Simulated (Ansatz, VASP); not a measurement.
Cd2Cl3: VASP beside Ansatz

```
Cd Cl
1.0
     5.18977    0.00000    0.00000
     0.00000    5.18977    0.00000
     0.00000    0.00000    5.18977
Cd Cl
2 3
Direct
  0.00000 0.00000 0.00000
  0.50000 0.50000 0.50000
  0.50000 0.00000 0.00000
  0.00000 0.50000 0.00000
  0.00000 0.00000 0.50000
```

Alike in both runs: task relaxation of cell and atoms; functional PBE; k mesh 8 × 8 × 8; occupations gaussian, width 0.1 eV; no spin polarisation.

|  | VASP | Ansatz |
| --- | --- | --- |
| version | VASP 6.6.1 | Ansatz 0.2.0 |
| potentials or method | VASP PAW PBE potentials, release 64 (Cd, Cl), cutoff 600 eV | scalar-relativistic, plane waves, PAW |
| valence electrons in the cell | 45 | 61 |

Ansatz gave:

```
gap on the k mesh at the Fermi level, each at its own relaxed structure (eV) : none
relaxed volume (Å³/atom)                                                     : 28.02
relaxed cell length with the largest relative difference (Å)                 : 5.194
```

Estimate VASP's values.

gap on the k mesh at the Fermi level, each at its own relaxed structure (eV): none; relaxed volume (Å³/atom): 28.13; relaxed cell length with the largest relative difference (Å): 5.200.

A gap of «none» marks a metal or a gap that the smearing closes. VASP's potentials hold 45 valence electrons a cell and Ansatz's 61, so a difference there can come from the potentials and not from the codes.
